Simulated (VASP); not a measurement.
# Ti2AlC (P6_3/mmc) in VASP: notebook

Ti2AlC is run at these levels: LDA; tasks: single point, relaxation of cell and atoms.

All numbers are computed with VASP 6.6.1; they aren't measurements. Logs are shortened: lines on timing, memory, paths and dates and some standing lists are left out, and cuts for length are marked.

## 1. The cell of the first run

It takes space group P6_3/mmc (No. 194, hexagonal). The conventional cell has a = 2.983 Å, b = 2.983 Å, c = 13.373 Å, α = 90.00°, β = 90.00°, γ = 120.00°. Within 2.7 Å of Ti (site symmetry 3m) lie 3 C at 2.06 Å. Al (site symmetry -6m2) has 6 Ti at 2.80 Å and 6 Al at 2.98 Å within 3.7 Å. C (site symmetry -3m) has 6 Ti at 2.06 Å within 2.7 Å.

## 2. Single point, LDA

Contents of INCAR:

```
ALGO = Normal
EDIFF = 1E-6
ENCUT = 520
GGA = CA
ISIF = 2
ISMEAR = -1
LASPH = T
LCHARG = F
LREAL = F
LWAVE = F
NBANDS = 41
NELM = 100
PREC = Accurate
SIGMA = 0.15
```

Contents of KPOINTS:

```
k-points
0
Gamma
  12 12 4
```

Contents of POSCAR:

```
Ti2AlC
1.0
    2.9834764152      0.0000000000      0.0000000000
   -1.4917382076      2.5837663671      0.0000000000
    0.0000000000      0.0000000000     13.3732992387
Ti Al C
4 2 2
Direct
    0.3333333333      0.6666666667      0.0846946220
    0.6666666667      0.3333333333      0.5846946220
    0.6666666667      0.3333333333      0.9153053780
    0.3333333333      0.6666666667      0.4153053780
    0.3333333333      0.6666666667      0.7500000000
    0.6666666667      0.3333333333      0.2500000000
    0.0000000000      0.0000000000      0.0000000000
    0.0000000000      0.0000000000      0.5000000000
```

Potentials or basis: VASP PAW LDA potentials, release 64 (Ti_sv, Al, C).

The run is started by

```console
$ cat potpaw_LDA.64/Ti_sv/POTCAR potpaw_LDA.64/Al/POTCAR potpaw_LDA.64/C/POTCAR > POTCAR
$ mpirun -np 1 vasp_std > vasp.out
```

OUTCAR:

```text
EDIFF = 1E-6
   ENCUT = 520
   GGA = CA
   ISIF = 2
   ISMEAR = -1
   LASPH = T
   LREAL = F
   NELM = 100
   PREC = Accurate

 ion  position               nearest neighbor table
   1  0.333  0.667  0.085-   7 2.06   7 2.06   7 2.06   6 2.80   6 2.80   6 2.80   3 2.85   3 2.85
                             3 2.85
   2  0.667  0.333  0.585-   8 2.06   8 2.06   8 2.06   5 2.80   5 2.80   5 2.80   4 2.85   4 2.85
                             4 2.85
   3  0.667  0.333  0.915-   7 2.06   7 2.06   7 2.06   5 2.80   5 2.80   5 2.80   1 2.85   1 2.85
                             1 2.85
   4  0.333  0.667  0.415-   8 2.06   8 2.06   8 2.06   6 2.80   6 2.80   6 2.80   2 2.85   2 2.85
                             2 2.85
   5  0.333  0.667  0.750-   2 2.80   3 2.80   2 2.80   3 2.80   2 2.80   3 2.80
   6  0.667  0.333  0.250-   1 2.80   4 2.80   1 2.80   4 2.80   1 2.80   4 2.80
   7  0.000  0.000  0.000-   1 2.06   3 2.06   1 2.06   3 2.06   3 2.06   1 2.06
   8  0.000  0.000  0.500-   2 2.06   4 2.06   4 2.06   2 2.06   2 2.06   4 2.06

  LATTYP: Found a hexagonal cell.
 ALAT       =     2.9834764152
 C/A-ratio  =     4.4824551555

  Lattice vectors:

 A1 = (   2.9834764152,   0.0000000000,   0.0000000000)
 A2 = (  -1.4917382076,   2.5837663671,   0.0000000000)
 A3 = (   0.0000000000,   0.0000000000,  13.3732992387)

Analysis of symmetry for initial positions (statically):
=====================================================================
 Subroutine PRICEL returns:
 Original cell was already a primitive cell.

 Routine SETGRP: Setting up the symmetry group for a
 hexagonal supercell.

 Subroutine GETGRP returns: Found 24 space group operations
 (whereof 12 operations were pure point group operations)
 out of a pool of 24 trial point group operations.

The static configuration has the point symmetry D_3d.
 The point group associated with its full space group is D_6h.

Analysis of symmetry for dynamics (positions and initial velocities):
=====================================================================
 Subroutine PRICEL returns:
 Original cell was already a primitive cell.

 Routine SETGRP: Setting up the symmetry group for a
 hexagonal supercell.

 Subroutine GETGRP returns: Found 24 space group operations
 (whereof 12 operations were pure point group operations)
 out of a pool of 24 trial point group operations.

The dynamic configuration has the point symmetry D_3d.
 The point group associated with its full space group is D_6h.

 Subroutine INISYM returns: Found 24 space group operations
 (whereof 12 operations are pure point group operations),
 and found     1 'primitive' translations

----------------------------------------------------------------------------------------

                                     Primitive cell

  volume of cell :     103.0895

  direct lattice vectors                    reciprocal lattice vectors
     2.983476415  0.000000000  0.000000000     0.335179455  0.193515949  0.000000000
    -1.491738208  2.583766367  0.000000000     0.000000000  0.387031898  0.000000000
     0.000000000  0.000000000 13.373299239     0.000000000  0.000000000  0.074775864

  length of vectors
     2.983476415  2.983476415 13.373299239     0.387031898  0.387031898  0.074775864

  position of ions in fractional coordinates (direct lattice)
     0.333333333  0.666666667  0.084694622
     0.666666667  0.333333333  0.584694622
     0.666666667  0.333333333  0.915305378
     0.333333333  0.666666667  0.415305378
     0.333333333  0.666666667  0.750000000
     0.666666667  0.333333333  0.250000000
     0.000000000  0.000000000  0.000000000
     0.000000000  0.000000000  0.500000000

  ion indices of the primitive-cell ions
   primitive index   ion index
                 1           1
                 2           2
                 3           3
                 4           4
                 5           5
                 6           6
                 7           7
                 8           8

----------------------------------------------------------------------------------------

 KPOINTS: k-points

Automatic generation of k-mesh.
 Grid dimensions read from file:
 generate k-points for:   12   12    4

 Generating k-lattice:

  Cartesian coordinates                     Fractional coordinates (reciprocal lattice)
     0.027931621  0.016126329  0.000000000     0.083333333 -0.000000000  0.000000000
     0.000000000  0.032252658  0.000000000     0.000000000  0.083333333  0.000000000
     0.000000000  0.000000000  0.018693966     0.000000000  0.000000000  0.250000000

  Length of vectors
     0.032252658  0.032252658  0.018693966

  Shift w.r.t. Gamma in fractional coordinates (k-lattice)
     0.000000000  0.000000000  0.000000000

 Subroutine IBZKPT returns following result:
 ===========================================

 Found     57 irreducible k-points:

 Following reciprocal coordinates:
            Coordinates               Weight
  0.000000  0.000000  0.000000      1.000000
  0.083333  0.000000  0.000000      6.000000
  0.166667  0.000000  0.000000      6.000000
  0.250000  0.000000  0.000000      6.000000
  0.333333  0.000000  0.000000      6.000000
  0.416667 -0.000000  0.000000      6.000000
[... 16 lines left out ...]
  0.250000  0.000000  0.250000     12.000000
  0.333333  0.000000  0.250000     12.000000
 [... further k-points ...]
   k-points           NKPTS =     57   k-points in BZ     NKDIM =     57   number of bands    NBANDS=     41
   number of dos      NEDOS =    301   number of ions     NIONS =      8
   total plane-waves  NPLWV =  57600
   dimension x,y,z NGX =    24 NGY =   24 NGZ =  100
   dimension x,y,z NGXF=    48 NGYF=   48 NGZF=  200
   ions per type =               4   2   2
   NGX,Y,Z   is equivalent  to a cutoff of  13.37, 13.37, 12.43 a.u.
   NGXF,Y,Z  is equivalent  to a cutoff of  26.75, 26.75, 24.86 a.u.
 SYSTEM =  unknown system
   PREC   = accura    normal or accurate (medium, high low for compatibility)
   ISTART =      0    job   : 0-new  1-cont  2-samecut
   ICHARG =      2    charge: 1-file 2-atom 10-const
   ISPIN  =      1    spin polarized calculation?
   LNONCOLLINEAR =      F non collinear calculations
   LSORBIT =      F    spin-orbit coupling
   LASPH  =      T    aspherical Exc in radial PAW
   ENCUT  =  520.0 eV  38.22 Ry    6.18 a.u.   5.55  5.55 24.87*2*pi/ulx,y,z
   NELM   =    100;   NELMIN=  2; NELMDL= -5     # of ELM steps
   EDIFF  = 0.1E-05   stopping-criterion for ELM
   LREAL  =      F    real-space projection
   EDIFFG = 0.1E-04   stopping-criterion for IOM
   NSW    =      0    number of steps for IOM
   IBRION =     -1    ionic relax: 0-MD 1-quasi-New 2-CG
   NFREE  =      0    steps in history (QN), initial steepest desc. (CG)
   ISIF   =      2    stress and relaxation
   ISYM   =      2    0-nonsym 1-usesym 2-fastsym
   POTIM  = 0.5000    time-step for ionic-motion
   TEBEG  =    0.0;   TEEND  =   0.0 temperature during run
   PSTRESS=    0.0 pullay stress
   NELECT =      62.0000    total number of electrons
   NUPDOWN=      -1.0000    fix difference up-down
   EMIN   =  10.00;   EMAX   =-10.00  energy-range for DOS
   EFERMI =   0.00;   METHOD = LEGACY
   ISMEAR =    -1;   SIGMA  =   0.15  broadening in eV -4-tet -1-fermi 0-gaus
   EFERMI_NEDOS =   21; number of points for ismear=-14 and -15
   IALGO  =     38    algorithm
   IMIX   =      4    mixing-type and parameters
     AMIX     =   0.40;   BMIX     =  1.00
     AMIX_MAG =   1.60;   BMIX_MAG =  1.00
  volume/ion in A,a.u.               =      12.89        86.96
  Fermi-wavevector in a.u.,A,eV,Ry     =   1.381870  2.611356 25.981213  1.909565
  Thomas-Fermi vector in A             =   2.506614
   LORBIT       =      0    0 simple, 1 ext, 2 COOP (PROOUT), +10 PAW based schemes
   GGA     = CA    functional components
   LHFCALC =     F    Hartree Fock is set to
   AEXX    =    0.0000 exact exchange contribution
   IVDW    =     0    specifies the selected vdW correction
   LEPSILON=     F    determine dielectric tensor
   LRPA    =     F    only Hartree local field effects (RPA)
 non-spin polarized calculation
  energy-cutoff  :      520.00
  volume of cell :      103.09
 maximum number of plane-waves:      2828
 NGX is ok and might be reduce to    24
   NGX = 11   NGY = 11   NGZ = 49

 number of electron      62.0000000 magnetization

 Free energy of the ion-electron system (eV)
  ---------------------------------------------------
  ext. energy  EPLUGINS =         0.00000000
  ---------------------------------------------------
  free energy    TOTEN  =       -69.01136397 eV

  energy without entropy =      -68.76847575  energy(sigma->0) =      -68.88991986

 E-fermi :   8.5687     XC(G=0): -11.9728

 val. band max:        8.5675378911   @ k =   0.2500   0.0833   0.2500
 cond. band min:       8.6430385947   @ k =   0.2500   0.0833   0.5000
 fundamental gap:      0.0755007036
 Fermi energy:         8.5687265757

 k-point     1 :       0.0000    0.0000    0.0000
  band No.  band energies     occupation
      1     -47.0677      2.00000
      2     -47.0676      2.00000
      3     -46.9731      2.00000
      4     -46.9730      2.00000
      5     -24.0519      2.00000
      6     -24.0480      2.00000
[... 33 lines left out ...]
     40      11.4365      0.00000
     41      11.4820      0.00000

 k-point     2 :       0.0833    0.0000    0.0000
  band No.  band energies     occupation
      1     -47.0617      2.00000
      2     -47.0616      2.00000
      3     -46.9698      2.00000
      4     -46.9697      2.00000
      5     -24.0425      2.00000
      6     -24.0388      2.00000
[... 33 lines left out ...]
     40      11.4824      0.00000
     41      11.5571      0.00000

 k-point     3 :       0.1667    0.0000    0.0000
  band No.  band energies     occupation
      1     -47.0448      2.00000
      2     -47.0447      2.00000
      3     -46.9612      2.00000
      4     -46.9611      2.00000
      5     -24.0179      2.00000
      6     -24.0147      2.00000
[... 875 lines left out ...]
      2     -47.0208      2.00000
      3     -46.9501      2.00000
      4     -46.9501      2.00000
      5     -23.9893      2.00000
      6     -23.9875      2.00000
[... 33 lines left out ...]
     40      11.5977      0.00000
     41      11.7178      0.00000

 k-point    24 :       0.3333    0.0000    0.2500
  band No.  band energies     occupation
      1     -46.9954      2.00000
      2     -46.9953      2.00000
      3     -46.9406      2.00000
      4     -46.9405      2.00000
      5     -23.9794      2.00000
      6     -23.9784      2.00000
[... 33 lines left out ...]
     40      11.5960      0.00000
     41      11.8866      0.00000

 [... further k-points ...]
[... 5 lines left out ...]
  --------------------------------------------------------------------------------------
  -------------------------------------------------------------------------------------
  Total        3.4702956      3.4702956      3.4929032      0.0000000     -0.0000000      0.0000000
  in kB       53.9340013     53.9340013     54.2853604      0.0000000     -0.0000000      0.0000000
  external PRESSURE =      54.0511210 kB  Pullay stress =       0.0000000 kB

 VOLUME and BASIS-vectors are now :
 -----------------------------------------------------------------------------
  energy-cutoff  :      520.00
  volume of cell :      103.09
      direct lattice vectors                 reciprocal lattice vectors
     2.983476415  0.000000000  0.000000000     0.335179455  0.193515949  0.000000000
    -1.491738208  2.583766367  0.000000000     0.000000000  0.387031898  0.000000000
     0.000000000  0.000000000 13.373299239     0.000000000  0.000000000  0.074775864

 POSITION                                       TOTAL-FORCE (eV/Angst)
 -----------------------------------------------------------------------------------
     -0.00000      1.72251      1.13265        -0.000000     -0.000000      0.048678
      1.49174      0.86126      7.81930        -0.000000      0.000000      0.048678
      1.49174      0.86126     12.24065        -0.000000      0.000000     -0.048678
     -0.00000      1.72251      5.55400         0.000000     -0.000000     -0.048678
     -0.00000      1.72251     10.02997         0.000000     -0.000000      0.000000
      1.49174      0.86126      3.34332         0.000000      0.000000      0.000000
      0.00000      0.00000      0.00000         0.000000     -0.000000      0.000000
      0.00000      0.00000      6.68665         0.000000     -0.000000      0.000000
 -----------------------------------------------------------------------------------
    total drift:                               -0.000000      0.000000     -0.000000

  FREE ENERGIE OF THE ION-ELECTRON SYSTEM (eV)
  ---------------------------------------------------
  free  energy   TOTEN  =       -69.0113639687 eV

  energy  without entropy=      -68.7684757461  energy(sigma->0) =      -68.88991986
```

Wall time 99 s (1 thread of Intel Xeon 6975P-C (Granite Rapids), shared host); peak memory 0.32 GiB.

Results:

```yaml
Free_energy: -69.0114 eV
Pressure: 5.4 GPa
Largest_force: 0.049 eV/Å
Band_gap_on_the_k_mesh: zero (band 31 reaches 9.57 eV, above the bottom of band 32 at 7.78 eV)
```

Forces on the atoms (eV/Å):
```
Ti   0.000  0.000  0.049
Ti   0.000  0.000  0.049
Ti   0.000  0.000 -0.049
Ti   0.000  0.000 -0.049
Al   0.000  0.000  0.000
Al   0.000  0.000  0.000
C    0.000  0.000  0.000
C    0.000  0.000  0.000
```

## 3. Relaxation of cell and atoms, LDA, target pressure 5 GPa, at which the enthalpy is minimised

This run uses another cell than the first one, of 13.29 Å³/atom, 1.031 times its volume.

Contents of INCAR:

```
SYSTEM = Ti2AlC
PREC = Accurate ; ENCUT = 600
EDIFF = 1E-7 ; ISMEAR = -1
SIGMA = 0.15 ; LREAL = .FALSE.
LASPH = .TRUE. ; NELM = 60
ALGO = Normal ; ISIF = 3
LWAVE = .FALSE. ; LCHARG = .FALSE.
IBRION = 2 ; NSW = 80
EDIFFG = -0.001 ; PSTRESS = 50.0
```

Contents of KPOINTS:

```
regular mesh
0
G
  12 12 4
  0 0 0
```

Contents of POSCAR:

```
Ti2AlC
1.0
    3.0130052360      0.0000000000      0.0000000000
   -1.5065026180      2.6093390761      0.0000000000
    0.0000000000      0.0000000000     13.5233498379
Ti Al C
4 2 2
Direct
    0.3333333333      0.6666666667      0.0837077118
    0.6666666667      0.3333333333      0.5837077118
    0.6666666667      0.3333333333      0.9162922882
    0.3333333333      0.6666666667      0.4162922882
    0.3333333333      0.6666666667      0.7500000000
    0.6666666667      0.3333333333      0.2500000000
    0.0000000000      0.0000000000      0.0000000000
    0.0000000000      0.0000000000      0.5000000000
```

Potentials or basis: VASP PAW LDA potentials, release 64 (Ti_sv, Al, C).

The run is started by

```console
$ cat potpaw_LDA.64/Ti_sv/POTCAR potpaw_LDA.64/Al/POTCAR potpaw_LDA.64/C/POTCAR > POTCAR
$ mpirun -np 1 vasp_std > vasp.out
```

Wall time 15 min (1 thread of Intel Xeon 6975P-C (Granite Rapids), shared host); peak memory 0.37 GiB.

It converged, with:

```
Free energy                                            : -69.0188 eV
Relaxed volume                                         : 12.90 Å³/atom
Relaxed cell                                           : a = 2.985 Å, b = 2.985 Å, c = 13.377 Å, α = 90.00°, β = 90.00°, γ = 120.00°
Space group after relaxing (to 0.05 Å)                 : P6_3/mmc (No. 194)
Energy change on relaxing (the enthalpy is what falls) : +6.2 meV/atom
Ionic steps                                            : 11
Pressure after relaxing                                : 5.0 GPa
Band gap on the k mesh                                 : zero (band 31 reaches 9.55 eV, above the bottom of band 32 at 7.77 eV)
```

The path:
| step | energy change (eV) | largest force (eV/Å) | pressure (GPa) | volume (Å³) |
| --- | --- | --- | --- | --- |
| 1 | 0.0000 | 0.0460 | 0.34 | 106.32 |
| 2 | 0.2037 | 0.6166 | 11.50 | 100.48 |
| 3 | 0.0431 | 0.2921 | 5.03 | 103.67 |
| 4 | 0.0484 | 0.0101 | 4.98 | 103.25 |
| 5 | 0.0488 | 0.0021 | 4.97 | 103.24 |
| 6 | 0.0498 | 0.0025 | 5.03 | 103.20 |
| 7 | 0.0501 | 0.0026 | 5.06 | 103.19 |
| 8 | 0.0501 | 0.0026 | 5.05 | 103.19 |
| 9 | 0.0483 | 0.0063 | 4.94 | 103.25 |
| 10 | 0.0492 | 0.0016 | 5.00 | 103.22 |
| 11 | 0.0493 | 0.0009 | 5.00 | 103.22 |

Final structure:
```
Ti Al C
1.0
     2.98491    0.00000    0.00000
    -1.49245    2.58501    0.00000
     0.00000    0.00000   13.37688
Ti Al C
4 2 2
Cartesian
  0.0000 1.7233 1.1344
  1.4925 0.8617 7.8229
  1.4925 0.8617 12.2424
  0.0000 1.7233 5.5540
  0.0000 1.7233 10.0327
  1.4925 0.8617 3.3442
  0.0000 0.0000 0.0000
  0.0000 0.0000 6.6884
```

Levels at points of the mesh, in eV from the Fermi level:
| k point | band 29 | band 30 | band 31 | band 32 | band 33 | band 34 | band 35 | band 36 |
| --- | --- | --- | --- | --- | --- | --- | --- | --- |
| (0.00, 0.00, 0.00) | 0.34 | 0.68 | 0.99 | 0.99 | 1.01 | 1.01 | 1.98 | 1.98 |
| (0.50, 0.00, 0.00) | -1.39 | -1.35 | -0.67 | -0.65 | 1.80 | 2.34 | 2.38 | 2.65 |
| (0.00, 0.00, 0.50) | 0.54 | 0.54 | 1.00 | 1.00 | 1.00 | 1.00 | 2.01 | 2.01 |
| (0.50, 0.00, 0.50) | -1.36 | -1.36 | -0.66 | -0.66 | 2.09 | 2.09 | 2.50 | 2.50 |

Caveat: the cell is relaxed towards a set pressure, so the enthalpy falls and the energy may rise.
